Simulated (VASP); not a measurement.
# SnO2 (P1) in VASP: single point with PBE

Aim: the single point of SnO2 with PBE.

Everything below comes from runs of VASP 6.6.1. Logs are shortened: lines on timing, memory, paths and dates and some standing lists are left out, and cuts for length are marked.

### Step 1. The cell of the first run

The typed cell holds 3 atoms: a = 5.261 Å, b = 5.261 Å, c = 5.261 Å, α = 35.80°, β = 35.80°, γ = 35.80°.

### Step 2. Single point, PBE (atoms displaced along several vibrational modes)

INCAR reads:

```
SYSTEM = SnO2
PREC     = Accurate       ! precision mode
ENCUT    = 520            ! plane-wave cutoff, eV
EDIFF    = 1E-6           ! SCF threshold, eV
ISMEAR   = 0              ! smearing method
SIGMA    = 0.05           ! smearing width, eV
LREAL    = .False.        ! projectors in reciprocal space
LASPH    = .True.         ! aspherical terms in the spheres
NELM     = 80             ! most SCF steps
ALGO     = Normal         ! electronic algorithm
ISIF     = 2              ! what is computed and relaxed
LWAVE    = .False.        ! write WAVECAR
LCHARG   = .False.        ! write CHGCAR
GGA      = PE             ! functional
NBANDS   = 20             ! bands
```

KPOINTS reads:

```
regular mesh
0
Gamma
  12 12 12
  0 0 0
```

POSCAR reads:

```
SnO2
1.0
    1.6167660720      0.9334403269      4.9182553763
   -1.6167660720      0.9334403269      4.9182553763
    0.0000000000     -1.8668806537      4.9182553763
Sn O
1 2
Direct
    0.5084518717      0.4953309883      0.4962171400
    0.2035269118      0.2522043311      0.2489167797
    0.7337615634      0.7824389827      0.7791514313
```

Potentials or basis: VASP PAW PBE potentials, release 64 (Sn_d, O).

On the command line:

```console
> cat potpaw_PBE.64/Sn_d/POTCAR potpaw_PBE.64/O/POTCAR > POTCAR
> mpirun -np 1 vasp_std > vasp.out
```

OUTCAR:

```text
SYSTEM = SnO2
   PREC = Accurate
   ENCUT = 520
   EDIFF = 1E-6
   ISMEAR = 0
   LREAL = .False.
   LASPH = .True.
   NELM = 80
   ISIF = 2
   GGA = PE

 ion  position               nearest neighbor table
   1  0.508  0.495  0.496-   2 2.02   3 2.07   3 2.08   2 2.17   2 2.18   3 2.22
   2  0.204  0.252  0.249-   1 2.02   1 2.17   1 2.18
   3  0.734  0.782  0.779-   1 2.07   1 2.08   1 2.22

  LATTYP: Found a trigonal (rhomboedric) cell.
 ALAT       =     5.2606538873
 COS(alpha) =     0.8110943660

  Lattice vectors:

 A1 = (   1.6167660720,   0.9334403269,   4.9182553763)
 A2 = (  -1.6167660720,   0.9334403269,   4.9182553763)
 A3 = (   0.0000000000,  -1.8668806537,   4.9182553763)

Analysis of symmetry for initial positions (statically):
=====================================================================
 Subroutine PRICEL returns:
 Original cell was already a primitive cell.

 Routine SETGRP: Setting up the symmetry group for a
 trigonal (rhombohedral) supercell.

 Subroutine GETGRP returns: Found  1 space group operations
 (whereof  1 operations were pure point group operations)
 out of a pool of 12 trial point group operations.

The static configuration has the point symmetry C_1 .

Analysis of symmetry for dynamics (positions and initial velocities):
=====================================================================
 Subroutine PRICEL returns:
 Original cell was already a primitive cell.

 Routine SETGRP: Setting up the symmetry group for a
 trigonal (rhombohedral) supercell.

 Subroutine GETGRP returns: Found  1 space group operations
 (whereof  1 operations were pure point group operations)
 out of a pool of 12 trial point group operations.

The dynamic configuration has the point symmetry C_1 .

 Subroutine INISYM returns: Found  1 space group operations
 (whereof  1 operations are pure point group operations),
 and found     1 'primitive' translations

----------------------------------------------------------------------------------------

                                     Primitive cell

  volume of cell :      44.5344

  direct lattice vectors                    reciprocal lattice vectors
     1.616766072  0.933440327  4.918255376     0.309259335  0.178550960  0.067774710
    -1.616766072  0.933440327  4.918255376    -0.309259335  0.178550960  0.067774710
     0.000000000 -1.866880654  4.918255376     0.000000000 -0.357101920  0.067774710

  length of vectors
     5.260653887  5.260653887  5.260653887     0.363476537  0.363476537  0.363476537

  position of ions in fractional coordinates (direct lattice)
     0.508451872  0.495330988  0.496217140
     0.203526912  0.252204331  0.248916780
     0.733761563  0.782438983  0.779151431

  ion indices of the primitive-cell ions
   primitive index   ion index
                 1           1
                 2           2
                 3           3

----------------------------------------------------------------------------------------

 KPOINTS: regular mesh

Automatic generation of k-mesh.
 Grid dimensions read from file:
 generate k-points for:   12   12   12

 Generating k-lattice:

  Cartesian coordinates                     Fractional coordinates (reciprocal lattice)
     0.025771611  0.014879247  0.005647893     0.083333333 -0.000000000  0.000000000
    -0.025771611  0.014879247  0.005647893    -0.000000000  0.083333333  0.000000000
     0.000000000 -0.029758493  0.005647893    -0.000000000 -0.000000000  0.083333333

  Length of vectors
     0.030289711  0.030289711  0.030289711

  Shift w.r.t. Gamma in fractional coordinates (k-lattice)
     0.000000000  0.000000000  0.000000000

 Subroutine IBZKPT returns following result:
 ===========================================

 Found    868 irreducible k-points:

 Following reciprocal coordinates:
            Coordinates               Weight
  0.000000  0.000000  0.000000      1.000000
  0.083333  0.000000  0.000000      2.000000
  0.000000  0.083333  0.000000      2.000000
  0.000000  0.000000  0.083333      2.000000
  0.166667 -0.000000  0.000000      2.000000
 -0.000000  0.166667  0.000000      2.000000
[... 16 lines left out ...]
  0.166667  0.083333 -0.000000      2.000000
 -0.166667  0.000000 -0.083333      2.000000
 [... further k-points ...]
   k-points           NKPTS =    868   k-points in BZ     NKDIM =    868   number of bands    NBANDS=     20
   number of dos      NEDOS =    301   number of ions     NIONS =      3
   total plane-waves  NPLWV =  64000
   dimension x,y,z NGX =    40 NGY =   40 NGZ =   40
   dimension x,y,z NGXF=    80 NGYF=   80 NGZF=   80
   ions per type =               1   2
   NGX,Y,Z   is equivalent  to a cutoff of  12.64, 12.64, 12.64 a.u.
   NGXF,Y,Z  is equivalent  to a cutoff of  25.28, 25.28, 25.28 a.u.
 SYSTEM =  SnO2
   PREC   = accura    normal or accurate (medium, high low for compatibility)
   ISTART =      0    job   : 0-new  1-cont  2-samecut
   ICHARG =      2    charge: 1-file 2-atom 10-const
   ISPIN  =      1    spin polarized calculation?
   LNONCOLLINEAR =      F non collinear calculations
   LSORBIT =      F    spin-orbit coupling
   LASPH  =      T    aspherical Exc in radial PAW
   ENCUT  =  520.0 eV  38.22 Ry    6.18 a.u.   9.78  9.78  9.78*2*pi/ulx,y,z
   NELM   =     80;   NELMIN=  2; NELMDL= -5     # of ELM steps
   EDIFF  = 0.1E-05   stopping-criterion for ELM
   LREAL  =      F    real-space projection
   EDIFFG = 0.1E-04   stopping-criterion for IOM
   NSW    =      0    number of steps for IOM
   IBRION =     -1    ionic relax: 0-MD 1-quasi-New 2-CG
   NFREE  =      0    steps in history (QN), initial steepest desc. (CG)
   ISIF   =      2    stress and relaxation
   ISYM   =      2    0-nonsym 1-usesym 2-fastsym
   POTIM  = 0.5000    time-step for ionic-motion
   TEBEG  =    0.0;   TEEND  =   0.0 temperature during run
   PSTRESS=    0.0 pullay stress
   NELECT =      26.0000    total number of electrons
   NUPDOWN=      -1.0000    fix difference up-down
   EMIN   =  10.00;   EMAX   =-10.00  energy-range for DOS
   EFERMI =   0.00;   METHOD = LEGACY
   ISMEAR =     0;   SIGMA  =   0.05  broadening in eV -4-tet -1-fermi 0-gaus
   EFERMI_NEDOS =   21; number of points for ismear=-14 and -15
   IALGO  =     38    algorithm
   IMIX   =      4    mixing-type and parameters
     AMIX     =   0.40;   BMIX     =  1.00
     AMIX_MAG =   1.60;   BMIX_MAG =  1.00
  volume/ion in A,a.u.               =      14.84       100.18
  Fermi-wavevector in a.u.,A,eV,Ry     =   1.368256  2.585628 25.471788  1.872124
  Thomas-Fermi vector in A             =   2.494236
   LORBIT       =      0    0 simple, 1 ext, 2 COOP (PROOUT), +10 PAW based schemes
   GGA     = PE    functional components
   LHFCALC =     F    Hartree Fock is set to
   AEXX    =    0.0000 exact exchange contribution
   IVDW    =     0    specifies the selected vdW correction
   LEPSILON=     F    determine dielectric tensor
   LRPA    =     F    only Hartree local field effects (RPA)
 non-spin polarized calculation
 Gauss-broadening in eV      SIGMA  =   0.05
  energy-cutoff  :      520.00
  volume of cell :       44.53
 maximum number of plane-waves:      1218
   NGX = 19   NGY = 19   NGZ = 19

 number of electron      26.0000001 magnetization

 Free energy of the ion-electron system (eV)
  ---------------------------------------------------
  ext. energy  EPLUGINS =         0.00000000
  ---------------------------------------------------
  free energy    TOTEN  =       -18.11333741 eV

  energy without entropy =      -18.11333741  energy(sigma->0) =      -18.11333741

 E-fermi :   3.2050     XC(G=0):  -9.8115

 val. band max:        2.9966318733   @ k =  -0.1667   0.2500   0.0833
 cond. band min:       4.9908601795   @ k =   0.0000   0.0000   0.0000
 fundamental gap:      1.9942283062
 Fermi energy:         3.2049982604

 k-point     1 :       0.0000    0.0000    0.0000
  band No.  band energies     occupation
      1     -16.9861      2.00000
      2     -16.8247      2.00000
      3     -16.7663      2.00000
      4     -16.5934      2.00000
      5     -16.5845      2.00000
      6     -14.9348      2.00000
[... 12 lines left out ...]
     19      19.8225      0.00000
     20      20.1869      0.00000

 k-point     2 :       0.0833    0.0000    0.0000
  band No.  band energies     occupation
      1     -16.9614      2.00000
      2     -16.8772      2.00000
      3     -16.7525      2.00000
      4     -16.6052      2.00000
      5     -16.5842      2.00000
      6     -14.8869      2.00000
[... 12 lines left out ...]
     19      18.5368      0.00000
     20      20.2272      0.00000

 k-point     3 :       0.0000    0.0833    0.0000
  band No.  band energies     occupation
      1     -16.9625      2.00000
      2     -16.8685      2.00000
      3     -16.7602      2.00000
      4     -16.6011      2.00000
      5     -16.5888      2.00000
      6     -14.8852      2.00000
[... 12 lines left out ...]
     19      18.5609      0.00000
     20      20.1741      0.00000

 k-point     4 :       0.0000    0.0000    0.0833
  band No.  band energies     occupation
      1     -16.9626      2.00000
      2     -16.8672      2.00000
      3     -16.7614      2.00000
      4     -16.6004      2.00000
      5     -16.5897      2.00000
      6     -14.8849      2.00000
[... 12 lines left out ...]
     19      18.5647      0.00000
     20      20.1662      0.00000

 k-point     5 :       0.1667   -0.0000    0.0000
  band No.  band energies     occupation
      1     -17.0489      2.00000
      2     -16.8675      2.00000
      3     -16.7192      2.00000
      4     -16.6269      2.00000
      5     -16.5786      2.00000
      6     -14.7375      2.00000
[... 12 lines left out ...]
     19      17.2476      0.00000
     20      20.3803      0.00000
[... 353 lines left out ...]
      6     -14.8838      2.00000
[... 12 lines left out ...]
     19      18.5258      0.00000
     20      20.2049      0.00000

 k-point    22 :       0.0000    0.0833    0.0833
  band No.  band energies     occupation
      1     -16.9613      2.00000
      2     -16.8772      2.00000
      3     -16.7525      2.00000
      4     -16.6052      2.00000
      5     -16.5842      2.00000
      6     -14.8857      2.00000
[... 12 lines left out ...]
     19      18.5003      0.00000
     20      20.2578      0.00000

 k-point    23 :       0.1667    0.0833   -0.0000
  band No.  band energies     occupation
      1     -16.9733      2.00000
      2     -16.9207      2.00000
      3     -16.7278      2.00000
      4     -16.6195      2.00000
      5     -16.5839      2.00000
      6     -14.7811      2.00000
[... 12 lines left out ...]
     19      17.5944      0.00000
     20      20.0545      0.00000

 k-point    24 :      -0.1667    0.0000   -0.0833
  band No.  band energies     occupation
      1     -16.9750      2.00000
      2     -16.9200      2.00000
      3     -16.7266      2.00000
      4     -16.6200      2.00000
      5     -16.5833      2.00000
      6     -14.7818      2.00000
[... 12 lines left out ...]
     19      17.5916      0.00000
     20      20.0571      0.00000

 [... further k-points ...]

------------------------ aborting loop because EDIFF is reached ----------------------------------------

  FORCE on cell =-STRESS in cart. coord.  units (eV):
  Direction    XX          YY          ZZ          XY          YZ          ZX
  --------------------------------------------------------------------------------------
  -------------------------------------------------------------------------------------
  Total        0.6814562      0.4761189      0.3567143      0.1383960      0.2085034      0.2778811
  in kB       24.5161591     17.1289186     12.8332002      4.9789545      7.5011479      9.9970879
  external PRESSURE =      18.1594260 kB  Pullay stress =       0.0000000 kB

 VOLUME and BASIS-vectors are now :
 -----------------------------------------------------------------------------
  energy-cutoff  :      520.00
  volume of cell :       44.53
      direct lattice vectors                 reciprocal lattice vectors
     1.616766072  0.933440327  4.918255376     0.309259335  0.178550960  0.067774710
    -1.616766072  0.933440327  4.918255376    -0.309259335  0.178550960  0.067774710
     0.000000000 -1.866880654  4.918255376     0.000000000 -0.357101920  0.067774710

 POSITION                                       TOTAL-FORCE (eV/Angst)
 -----------------------------------------------------------------------------------
      0.02121      0.01059      7.37738        -1.422413     -0.710381     -0.040348
     -0.07870     -0.03930      3.46564         0.849669      0.459083      0.222954
     -0.07870     -0.03930     11.28913         0.572744      0.251298     -0.182606
 -----------------------------------------------------------------------------------
    total drift:                               -0.000073     -0.000038     -0.000030

  FREE ENERGIE OF THE ION-ELECTRON SYSTEM (eV)
  ---------------------------------------------------
  free  energy   TOTEN  =       -18.1133374104 eV

  energy  without entropy=      -18.1133374104  energy(sigma->0) =      -18.11333741
```

Run time: 20 min. Hardware: 1 thread of Intel Xeon Platinum 8488C (Sapphire Rapids), shared host; peak memory 0.79 GiB.

Results:

```
Free energy            : -18.1133 eV
Pressure               : 1.8 GPa
Largest force          : 1.590 eV/Å
Band gap on the k mesh : 1.99 eV (least direct gap 2.16 eV)
```

Forces in eV/Å, atoms in the order of the input:
```
Sn  -1.422 -0.710 -0.040
O    0.850  0.459  0.223
O    0.573  0.251 -0.183
```

Levels at points of the mesh, in eV from the valence-band top:
```tsv
k point	band 10	band 11	band 12	band 13	band 14	band 15	band 16	band 17
(0.00, 0.00, 0.00)	-1.30	-0.84	-0.83	-0.17	1.99	5.80	10.96	11.13
(0.50, 0.00, 0.00)	-2.96	-1.37	-0.55	-0.47	5.34	7.74	10.09	12.32
(0.00, 0.50, 0.00)	-2.92	-1.38	-0.54	-0.48	5.31	7.78	10.08	12.19
(0.00, 0.00, 0.50)	-2.91	-1.39	-0.54	-0.48	5.31	7.78	10.08	12.17
(0.50, 0.50, 0.00)	-2.97	-1.14	-0.44	-0.05	5.10	7.03	10.73	11.27
(0.50, 0.00, 0.50)	-2.98	-1.13	-0.44	-0.05	5.10	7.03	10.73	11.28
(0.00, 0.50, 0.50)	-3.02	-1.11	-0.44	-0.04	5.12	7.00	10.74	11.30
(0.50, 0.50, 0.50)	-1.33	-1.15	-0.81	-0.80	3.09	5.68	11.27	11.33
```

Caveat: the cell differs from its parent crystal (atoms displaced along several vibrational modes); spin-orbit coupling is left out, which moves the levels of the heavy elements; forces of over 1 eV/Å act on the atoms, so gaps and moduli don't describe the material at rest. A k mesh can miss the band edges.
